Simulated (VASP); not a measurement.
# HfN (Imm2) in VASP: notebook

The runs below take HfN through single point, with r2SCAN.

Program: VASP 6.6.1. These are calculated values, not measurements. Logs are shortened: lines on timing, memory, paths and dates and some standing lists are left out, and cuts for length are marked.

### 1 The cell of the first run

It takes space group Imm2 (No. 44, orthorhombic). Conventional cell: a = 3.472 Å, b = 3.472 Å, c = 4.910 Å, α = 90.00°, β = 90.00°, γ = 90.00°. Hf (site symmetry mm2) has 4 N at 2.08 to 2.17 Å within 2.8 Å. N (site symmetry mm2) has 4 Hf at 2.08 to 2.17 Å within 2.8 Å.

### 2 Single point, r2SCAN (all Hf atoms moved +0.075 Å, as atom 1 along Cartesian [0 0 1])

POSCAR

```
HfN
1.0
    0.0000000000      2.4548220000      2.4548220000
    2.4548220000      0.0000000000      2.4548220000
    2.4548220000      2.4548220000      0.0000000000
Hf N
1 1
Direct
    0.0152760567      0.0152760567     -0.0152760567
    0.7500000000      0.7500000000      0.7500000000
```

INCAR.step1

```
SYSTEM = HfN
PREC     = Accurate       ! precision mode
ENCUT    = 520            ! plane-wave cutoff, eV
ISMEAR   = 0              ! smearing method
SIGMA    = 0.15           ! smearing width, eV
LREAL    = .False.        ! projectors in reciprocal space
LASPH    = .True.         ! aspherical terms in the spheres
NELM     = 60             ! most SCF steps
NBANDS   = 14             ! bands
GGA      = PE             ! functional
ALGO     = Normal         ! electronic algorithm
EDIFF    = 1E-4           ! SCF threshold, eV
LWAVE    = .True.         ! write WAVECAR
LCHARG   = .False.        ! write CHGCAR
```

INCAR.step2

```
SYSTEM = HfN
PREC     = Accurate       ! precision mode
ENCUT    = 520            ! plane-wave cutoff, eV
EDIFF    = 1E-6           ! SCF threshold, eV
ISMEAR   = 0              ! smearing method
SIGMA    = 0.15           ! smearing width, eV
LREAL    = .False.        ! projectors in reciprocal space
LASPH    = .True.         ! aspherical terms in the spheres
NELM     = 60             ! most SCF steps
ALGO     = Normal         ! electronic algorithm
ISIF     = 2              ! what is computed and relaxed
LWAVE    = .False.        ! write WAVECAR
LCHARG   = .True.         ! write CHGCAR
METAGGA  = R2SCAN         ! meta-GGA
LMIXTAU  = .True.       
LELF     = .True.         ! ELF
LVHAR    = .True.       
NBANDS   = 14             ! bands
ISTART   = 1
```

KPOINTS

```
Automatic mesh
0
Gamma
  16 16 16
  0 0 0
```

Potentials or basis: VASP PAW PBE potentials, release 64 (Hf_pv, N).

Launch:

```
$ cat potpaw_PBE.64/Hf_pv/POTCAR potpaw_PBE.64/N/POTCAR > POTCAR
$ cp INCAR.step1 INCAR
$ mpirun -np 1 vasp_std > vasp.out
$ cp INCAR.step2 INCAR
$ mpirun -np 1 vasp_std > vasp.out
```

OUTCAR:

```text
SYSTEM = HfN
   PREC = Accurate
   ENCUT = 520
   EDIFF = 1E-6
   ISMEAR = 0
   LREAL = .False.
   LASPH = .True.
   NELM = 60
   ISIF = 2
   METAGGA = R2SCAN
   ISTART = 1

 ion  position               nearest neighbor table
   1  0.015  0.015  0.985-   2 2.08   2 2.08   2 2.17   2 2.17
   2  0.750  0.750  0.750-   1 2.08   1 2.08   1 2.17   1 2.17

  LATTYP: Found a face centered cubic cell.
 ALAT       =     4.9096440000

  Lattice vectors:

 A1 = (   0.0000000000,   2.4548220000,   2.4548220000)
 A2 = (   2.4548220000,   0.0000000000,   2.4548220000)
 A3 = (   2.4548220000,   2.4548220000,   0.0000000000)

Analysis of symmetry for initial positions (statically):
=====================================================================
 Subroutine PRICEL returns:
 Original cell was already a primitive cell.

 Routine SETGRP: Setting up the symmetry group for a
 face centered cubic supercell.

 Subroutine GETGRP returns: Found  4 space group operations
 (whereof  4 operations were pure point group operations)
 out of a pool of 48 trial point group operations.

The static configuration has the point symmetry C_2v.

Analysis of symmetry for dynamics (positions and initial velocities):
=====================================================================
 Subroutine PRICEL returns:
 Original cell was already a primitive cell.

 Routine SETGRP: Setting up the symmetry group for a
 face centered cubic supercell.

 Subroutine GETGRP returns: Found  4 space group operations
 (whereof  4 operations were pure point group operations)
 out of a pool of 48 trial point group operations.

The dynamic configuration has the point symmetry C_2v.

 Subroutine INISYM returns: Found  4 space group operations
 (whereof  4 operations are pure point group operations),
 and found     1 'primitive' translations

----------------------------------------------------------------------------------------

                                     Primitive cell

  volume of cell :      29.5863

  direct lattice vectors                    reciprocal lattice vectors
     0.000000000  2.454822000  2.454822000    -0.203680756  0.203680756  0.203680756
     2.454822000  0.000000000  2.454822000     0.203680756 -0.203680756  0.203680756
     2.454822000  2.454822000  0.000000000     0.203680756  0.203680756 -0.203680756

  length of vectors
     3.471642566  3.471642566  3.471642566     0.352785417  0.352785417  0.352785417

  position of ions in fractional coordinates (direct lattice)
     0.015276057  0.015276057  0.984723943
     0.750000000  0.750000000  0.750000000

  ion indices of the primitive-cell ions
   primitive index   ion index
                 1           1
                 2           2

----------------------------------------------------------------------------------------

 KPOINTS: Automatic mesh

Automatic generation of k-mesh.
 Grid dimensions read from file:
 generate k-points for:   16   16   16

 Generating k-lattice:

  Cartesian coordinates                     Fractional coordinates (reciprocal lattice)
    -0.012730047  0.012730047  0.012730047     0.062500000  0.000000000  0.000000000
     0.012730047 -0.012730047  0.012730047     0.000000000  0.062500000  0.000000000
     0.012730047  0.012730047 -0.012730047     0.000000000  0.000000000  0.062500000

  Length of vectors
     0.022049089  0.022049089  0.022049089

  Shift w.r.t. Gamma in fractional coordinates (k-lattice)
     0.000000000  0.000000000  0.000000000

 Subroutine IBZKPT returns following result:
 ===========================================

 Found    621 irreducible k-points:

 Following reciprocal coordinates:
            Coordinates               Weight
  0.000000  0.000000  0.000000      1.000000
  0.062500  0.000000  0.000000      4.000000
  0.000000  0.000000  0.062500      4.000000
  0.125000  0.000000  0.000000      4.000000
  0.000000  0.000000  0.125000      4.000000
  0.187500  0.000000  0.000000      4.000000
[... 16 lines left out ...]
  0.062500  0.062500 -0.062500      4.000000
  0.187500  0.062500  0.000000      4.000000
 [... further k-points ...]
   k-points           NKPTS =    621   k-points in BZ     NKDIM =    621   number of bands    NBANDS=     14
   number of dos      NEDOS =    301   number of ions     NIONS =      2
   total plane-waves  NPLWV =  21952
   dimension x,y,z NGX =    28 NGY =   28 NGZ =   28
   dimension x,y,z NGXF=    56 NGYF=   56 NGZF=   56
   ions per type =               1   1
   NGX,Y,Z   is equivalent  to a cutoff of  13.41, 13.41, 13.41 a.u.
   NGXF,Y,Z  is equivalent  to a cutoff of  26.82, 26.82, 26.82 a.u.
 SYSTEM =  HfN
   PREC   = accura    normal or accurate (medium, high low for compatibility)
   ISTART =      1    job   : 0-new  1-cont  2-samecut
   ICHARG =      0    charge: 1-file 2-atom 10-const
   ISPIN  =      1    spin polarized calculation?
   LNONCOLLINEAR =      F non collinear calculations
   LSORBIT =      F    spin-orbit coupling
   LASPH  =      T    aspherical Exc in radial PAW
   ENCUT  =  520.0 eV  38.22 Ry    6.18 a.u.   6.45  6.45  6.45*2*pi/ulx,y,z
   NELM   =     60;   NELMIN=  2; NELMDL=  0     # of ELM steps
   EDIFF  = 0.1E-05   stopping-criterion for ELM
   LREAL  =      F    real-space projection
   EDIFFG = 0.1E-04   stopping-criterion for IOM
   NSW    =      0    number of steps for IOM
   IBRION =     -1    ionic relax: 0-MD 1-quasi-New 2-CG
   NFREE  =      0    steps in history (QN), initial steepest desc. (CG)
   ISIF   =      2    stress and relaxation
   ISYM   =      2    0-nonsym 1-usesym 2-fastsym
   POTIM  = 0.5000    time-step for ionic-motion
   TEBEG  =    0.0;   TEEND  =   0.0 temperature during run
   PSTRESS=    0.0 pullay stress
   NELECT =      15.0000    total number of electrons
   NUPDOWN=      -1.0000    fix difference up-down
   EMIN   =  10.00;   EMAX   =-10.00  energy-range for DOS
   EFERMI =   0.00;   METHOD = LEGACY
   ISMEAR =     0;   SIGMA  =   0.15  broadening in eV -4-tet -1-fermi 0-gaus
   EFERMI_NEDOS =   21; number of points for ismear=-14 and -15
   IALGO  =     38    algorithm
   IMIX   =      4    mixing-type and parameters
     AMIX     =   0.40;   BMIX     =  1.00
     AMIX_MAG =   1.60;   BMIX_MAG =  1.00
  volume/ion in A,a.u.               =      14.79        99.83
  Fermi-wavevector in a.u.,A,eV,Ry     =   1.305395  2.466839 23.185087  1.704056
  Thomas-Fermi vector in A             =   2.436267
   LORBIT       =      0    0 simple, 1 ext, 2 COOP (PROOUT), +10 PAW based schemes
   METAGGA = R2SCAN    functional components
   LHFCALC =     F    Hartree Fock is set to
   AEXX    =    0.0000 exact exchange contribution
   IVDW    =     0    specifies the selected vdW correction
   LEPSILON=     F    determine dielectric tensor
   LRPA    =     F    only Hartree local field effects (RPA)
 non-spin polarized calculation
 Gauss-broadening in eV      SIGMA  =   0.15
  energy-cutoff  :      520.00
  volume of cell :       29.59
 maximum number of plane-waves:       821
 NGX is ok and might be reduce to    28
   NGX = 13   NGY = 13   NGZ = 13

 number of electron      15.0000001 magnetization

 Free energy of the ion-electron system (eV)
  ---------------------------------------------------
  ext. energy  EPLUGINS =         0.00000000
  ---------------------------------------------------
  free energy    TOTEN  =       -57.68076760 eV

  energy without entropy =      -57.67360411  energy(sigma->0) =      -57.67718586

 E-fermi :   5.7972     XC(G=0): -11.9454

 val. band max:        5.7850813526   @ k =   0.2500   0.1875  -0.3125
 cond. band min:       5.7990466523   @ k =   0.2500   0.0625  -0.4375
 fundamental gap:      0.0139652997
 Fermi energy:         5.7971666074

 k-point     1 :       0.0000    0.0000    0.0000
  band No.  band energies     occupation
      1     -26.5741      2.00000
      2     -26.5712      2.00000
      3     -26.5667      2.00000
      4     -11.4617      2.00000
      5      -0.1402      2.00000
      6      -0.0442      2.00000
      7       0.1028      2.00000
      8       5.0846      2.00000
      9       8.2269      0.00000
     10       8.2413      0.00000
     11      12.2060      0.00000
     12      12.7939      0.00000
     13      13.1433      0.00000
     14      16.9826      0.00000

 k-point     2 :       0.0625    0.0000    0.0000
  band No.  band energies     occupation
      1     -26.5937      2.00000
      2     -26.5746      2.00000
      3     -26.5691      2.00000
      4     -11.4125      2.00000
      5      -0.2089      2.00000
      6      -0.0269      2.00000
      7       0.1305      2.00000
      8       5.3005      2.00000
      9       8.1499      0.00000
     10       8.1605      0.00000
     11      12.3305      0.00000
     12      12.7866      0.00000
     13      13.1097      0.00000
     14      16.9826      0.00000

 k-point     3 :       0.0000    0.0000    0.0625
  band No.  band energies     occupation
      1     -26.5877      2.00000
      2     -26.5766      2.00000
      3     -26.5716      2.00000
      4     -11.4180      2.00000
      5      -0.1091      2.00000
      6      -0.0837      2.00000
      7       0.0683      2.00000
      8       5.3153      1.99999
      9       8.1671      0.00000
     10       8.1758      0.00000
     11      12.1600      0.00000
     12      12.8374      0.00000
     13      13.2206      0.00000
     14      16.9826      0.00000

 k-point     4 :       0.1250    0.0000    0.0000
  band No.  band energies     occupation
      1     -26.6510      2.00000
      2     -26.5822      2.00000
      3     -26.5761      2.00000
      4     -11.2744      2.00000
      5      -0.4031      2.00000
      6       0.0709      2.00000
      7       0.2070      2.00000
      8       5.8618      0.54250
      9       7.9728      0.00000
     10       7.9843      0.00000
     11      12.5585      0.00000
     12      12.6072      0.00000
     13      13.1841      0.00000
     14      16.9823      0.00000

 k-point     5 :       0.0000    0.0000    0.1250
  band No.  band energies     occupation
      1     -26.6412      2.00000
      2     -26.5838      2.00000
      3     -26.5785      2.00000
      4     -11.2955      2.00000
      5      -0.2725      2.00000
      6      -0.0218      2.00000
      7       0.0998      2.00000
      8       5.9156      0.26411
      9       8.0247      0.00000
     10       8.0406      0.00000
     11      11.9554      0.00000
[... 276 lines left out ...]
 k-point    22 :       0.0625    0.0000    0.1250
  band No.  band energies     occupation
      1     -26.6281      2.00000
      2     -26.5860      2.00000
      3     -26.5834      2.00000
      4     -11.3044      2.00000
      5      -0.3254      2.00000
      6       0.0422      2.00000
      7       0.1004      2.00000
      8       5.8588      0.56149
      9       7.7475      0.00000
     10       8.3089      0.00000
     11      12.1309      0.00000
     12      12.8825      0.00000
     13      13.3345      0.00000
     14      16.9826      0.00000

 k-point    23 :       0.0625    0.0625   -0.0625
  band No.  band energies     occupation
      1     -26.6312      2.00000
      2     -26.5887      2.00000
      3     -26.5787      2.00000
      4     -11.3014      2.00000
      5      -0.3550      2.00000
      6      -0.0036      2.00000
      7       0.1965      2.00000
      8       5.8346      0.72448
      9       7.7484      0.00000
     10       8.2982      0.00000
     11      12.1418      0.00000
     12      12.9866      0.00000
     13      13.2213      0.00000
     14      16.9826      0.00000

 k-point    24 :       0.1875    0.0625    0.0000
  band No.  band energies     occupation
      1     -26.7085      2.00000
      2     -26.5931      2.00000
      3     -26.5924      2.00000
      4     -11.1185      2.00000
      5      -0.5906      2.00000
      6       0.1474      2.00000
      7       0.3411      2.00000
      8       6.4495      0.00000
      9       7.5265      0.00000
     10       8.2134      0.00000
     11      12.3639      0.00000
     12      12.5581      0.00000
     13      13.3914      0.00000
     14      16.5859      0.00000

 [... further k-points ...]
[... 5 lines left out ...]
  --------------------------------------------------------------------------------------
  -------------------------------------------------------------------------------------
  Total       -0.5225890     -0.5225890     -0.5801825     -0.7353324      0.0000000      0.0000000
  in kB      -28.2996346    -28.2996346    -31.4184810    -39.8202737      0.0000000      0.0000000
  external PRESSURE =     -29.3392500 kB  Pullay stress =       0.0000000 kB

 VOLUME and BASIS-vectors are now :
 -----------------------------------------------------------------------------
  energy-cutoff  :      520.00
  volume of cell :       29.59
      direct lattice vectors                 reciprocal lattice vectors
     0.000000000  2.454822000  2.454822000    -0.203680756  0.203680756  0.203680756
     2.454822000  0.000000000  2.454822000     0.203680756 -0.203680756  0.203680756
     2.454822000  2.454822000  0.000000000     0.203680756  0.203680756 -0.203680756

 POSITION                                       TOTAL-FORCE (eV/Angst)
 -----------------------------------------------------------------------------------
      2.45482      2.45482      0.07500         0.000000      0.000000     -0.879934
      3.68223      3.68223      3.68223        -0.000000     -0.000000      0.879934
 -----------------------------------------------------------------------------------
    total drift:                                0.000000      0.000000      0.000283

  FREE ENERGIE OF THE ION-ELECTRON SYSTEM (eV)
  ---------------------------------------------------
  free  energy   TOTEN  =       -57.6807676041 eV

  energy  without entropy=      -57.6736041064  energy(sigma->0) =      -57.67718586
```

Wall time 11 min (1 thread of Intel Xeon Platinum 8488C (Sapphire Rapids), shared host); peak memory 0.39 GiB.

Results:

| Item | Value |
| --- | --- |
| Free energy | -57.6808 eV |
| Pressure | -2.9 GPa |
| Largest force | 0.880 eV/Å |

Forces in eV/Å, atoms in the order of the input:
```
Hf   0.000  0.000 -0.880
N    0.000  0.000  0.880
```

Stress tensor (GPa, compression positive):
```
-2.83 -3.98  0.00
-3.98 -2.83  0.00
 0.00  0.00 -3.14
```

Levels at points of the mesh, in eV from the Fermi level:
| k point | band 3 | band 4 | band 5 | band 6 | band 7 | band 8 | band 9 | band 10 | band 11 | band 12 |
| --- | --- | --- | --- | --- | --- | --- | --- | --- | --- | --- |
| (0.00, 0.00, 0.00) | -32.36 | -17.26 | -5.94 | -5.84 | -5.69 | -0.71 | 2.43 | 2.44 | 6.41 | 7.00 |
| (0.50, 0.00, 0.00) | -32.43 | -16.12 | -6.09 | -5.16 | -5.01 | 1.29 | 2.66 | 3.21 | 4.60 | 5.14 |
| (0.00, 0.00, 0.50) | -32.43 | -16.26 | -6.10 | -5.38 | -5.25 | 1.80 | 2.75 | 3.21 | 4.65 | 5.77 |
| (0.50, 0.50, 0.00) | -32.53 | -15.85 | -7.19 | -4.05 | -3.86 | -1.32 | 2.53 | 4.30 | 4.71 | 4.97 |
| (0.00, 0.50, 0.50) | -32.53 | -15.81 | -7.20 | -3.98 | -3.95 | -1.27 | 2.47 | 4.30 | 4.81 | 4.85 |

Caveat: the cell differs from its parent crystal (all Hf atoms moved +0.075 Å, as atom 1 along Cartesian [0 0 1]); the PAW data sets were made with another functional, which shifts forces and pressure a little; spin-orbit coupling is left out, which moves the levels of the heavy elements.

(Continued in part 2 of 2.)
